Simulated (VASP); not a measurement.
A run of VASP 6.6.1:

File POSCAR:

```
AlN
1.0
    3.1302014211      0.0000000000      0.0000000000
   -1.5651007105      2.7108339496      0.0000000000
    0.0000000000      0.0000000000      5.0180342172
Al N
2 2
Direct
    0.6666666667      0.3333333333      0.4992343723
    0.3333333333      0.6666666667      0.9992343723
    0.6666666667      0.3333333333      0.8807656277
    0.3333333333      0.6666666667      0.3807656277
```

The input INCAR.step1:

```
SYSTEM = AlN
PREC = Accurate
ENCUT = 520
EDIFF = 1E-5
ISMEAR = 0
SIGMA = 0.01
LREAL = .FALSE.
LASPH = .TRUE.
NELM = 100
ALGO = Normal
ISIF = 2
LWAVE = .TRUE.
NBANDS = 16
GGA = PE
LUSENCCL = .FALSE.
```

Contents of INCAR.step2:

```
SYSTEM = AlN
PREC = Accurate
ENCUT = 520
EDIFF = 1E-6
ISMEAR = 0
SIGMA = 0.01
LREAL = .FALSE.
LASPH = .TRUE.
NELM = 100
ALGO = Normal
ISIF = 2
LWAVE = .FALSE.
LCHARG = .TRUE.
GGA = PE
LHFCALC = .TRUE.
HFSCREEN = 0.2079
PRECFOCK = Normal
LELF = .TRUE.
LVHAR = .TRUE.
NBANDS = 16
ISTART = 1
LUSENCCL = .FALSE.
```

File KPOINTS:

```
regular mesh
0
G
  6 6 4
  0 0 0
```

Potentials or basis: VASP PAW PBE potentials, release 64 (Al, N).

Launch:

```console
$ cat potpaw_PBE.64/Al/POTCAR potpaw_PBE.64/N/POTCAR > POTCAR
$ cp INCAR.step1 INCAR
$ mpirun -np 1 vasp_std > vasp.out
$ cp INCAR.step2 INCAR
$ mpirun -np 1 vasp_std > vasp.out
```

Hardware: 1 × NVIDIA H100 80GB with 1 thread of AMD EPYC 7R13 Processor (Zen 3), on a shared host.

Task: Estimate the wall time of this run.

Result: Run time: 21 min on 1 × NVIDIA H100 80GB with 1 thread of AMD EPYC 7R13 Processor (Zen 3) (shared host), peak memory 1.2 GiB. Counts: k points 21.
